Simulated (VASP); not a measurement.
Wanted: the native input for a VASP 6.6.1 run.

| Quantity | Value |
| --- | --- |
| Task | relaxation of cell and atoms |
| Functional | PBE |
| Potentials or basis | VASP PAW PBE potentials, release 64 (Ga_d, Sn_d, O) |
| Cutoff | 600 eV |
| k mesh | 6 × 6 × 2 |
| Occupations | gaussian, width 0.1 eV |
| Spin | no spin polarisation |
| Dipole correction | no |
| Further INCAR settings | ALGO = Normal; EDIFF = 1e-07; IBRION = 2; EDIFFG = -0.04; NSW = 90; ISIF = 3 |

The structure of Ga2SnO3 lies in POSCAR:

```
Ga2SnO3
1.0
    3.3368330600      0.0000000000      0.0000000000
   -1.6684165300      2.8897822000      0.0000000000
    0.0000000000      0.0000000000      8.5178495400
Ga Sn O
2 1 3
Direct
    0.3333333300      0.6666666700      0.1647000000
    0.6666666700      0.3333333300      0.8353000000
    0.0000000000      0.0000000000      0.5000000000
    0.3333333300      0.6666666700      0.6650000200
    0.6666666700      0.3333333300      0.3349999800
    0.0000000000      0.0000000000      0.0000000000
```

The cell was generated, and may not be a known phase.

The input as run:

INCAR

```
SYSTEM = Ga2SnO3
PREC     = Accurate       ! precision mode
ENCUT    = 600            ! plane-wave cutoff, eV
EDIFF    = 1E-7           ! SCF threshold, eV
ISMEAR   = 0              ! smearing method
SIGMA    = 0.1            ! smearing width, eV
LREAL    = .False.        ! projectors in reciprocal space
LASPH    = .True.         ! aspherical terms in the spheres
NELM     = 100            ! most SCF steps
ALGO     = Normal         ! electronic algorithm
ISIF     = 3              ! what is computed and relaxed
LWAVE    = .False.        ! write WAVECAR
LCHARG   = .False.        ! write CHGCAR
GGA      = PE             ! functional
IBRION   = 2              ! ionic algorithm
NSW      = 90             ! ionic steps
EDIFFG   = -0.04          ! ionic threshold
```

KPOINTS

```
regular mesh
0
Gamma
  6 6 2
  0 0 0
```

Potentials or basis: VASP PAW PBE potentials, release 64 (Ga_d, Sn_d, O).

Run with:

```sh
$ cat potpaw_PBE.64/Ga_d/POTCAR potpaw_PBE.64/Sn_d/POTCAR potpaw_PBE.64/O/POTCAR > POTCAR
$ mpirun -np 1 vasp_std > vasp.out
```

Results of the run:

```
Relaxed volume                        : 14.72 Å³/atom
Relaxed cell                          : a = 3.064 Å, b = 3.064 Å, c = 10.862 Å, α = 90.00°, β = 90.00°, γ = 120.00°
Space group after relaxing (to 0.1 Å) : P-3m1 (No. 164)
Energy gained by relaxing             : 543.8 meV/atom
Ionic steps                           : 43
Pressure after relaxing               : -0.1 GPa
Largest force after relaxing          : 0.028 eV/Å
Band gap on the k mesh                : zero (bands 29 and 30 overlap by 1.82 eV)
```

Caveat: the k points lie up to 0.39 Å⁻¹ apart in the final cell, too coarse for converged energies and pressures of a metal; a cell axis changed by over 15 % at a fixed basis, so the end point is rough; spin-orbit coupling is left out, which moves the levels of the heavy elements.

It took 15 min on 1 thread of Intel(R) Xeon(R) 6975P-C (Granite Rapids), with other jobs on the host, peak memory 0.26 GiB.
